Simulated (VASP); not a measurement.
Wanted: the native input for a VASP 6.6.1 run.

- Task: single point
- Functional: PBE
- Potentials or basis: VASP PAW PBE potentials, release 64 (Ir)
- Cutoff: 520 eV
- k mesh: 11 × 11 × 6
- Occupations: gaussian, width 0.016 eV
- Spin: no spin polarisation
- Dipole correction: no
- Further INCAR settings: ALGO = Normal; EDIFF = 1e-06; NBANDS = 16

The structure of Ir lies in POSCAR:

```
Ir
1.0
    2.7513778946      0.0000000000      0.0000000000
   -1.3756889473      2.3827631521      0.0000000000
    0.0000000000      0.0000000000      4.4622900000
Ir
2
Direct
    0.3333333333      0.6666666667      0.2500000000
    0.6666666667      0.3333333333      0.7500000000
```

This isn't the form of Ir at room conditions, which is fcc.

One way to write it, as run:

INCAR

```
ALGO = Normal
EDIFF = 1E-6
ENCUT = 520
GGA = PE
ISIF = 2
ISMEAR = 0
LASPH = T
LCHARG = T
LELF = T
LREAL = F
LVHAR = T
LWAVE = F
NBANDS = 16
NELM = 60
PREC = Accurate
SIGMA = 0.016
```

KPOINTS

```
k-points
0
Gamma
  11 11 6
```

Potentials or basis: VASP PAW PBE potentials, release 64 (Ir).

Run with:

```sh
$ cat potpaw_PBE.64/Ir/POTCAR > POTCAR
$ mpirun -np 1 vasp_std > vasp.out
```

Results of the run:

```yaml
Pressure: -1.0 GPa
Band_gap_on_the_k_mesh: zero (bands 9 and 10 overlap by 3.07 eV)
```

Caveat: spin-orbit coupling is left out, which moves the levels of the heavy elements.

Wall time 13 s on 1 thread of AMD EPYC 9R45 96-Core Processor (Zen 5), with other jobs on the host, peak memory 0.12 GiB.
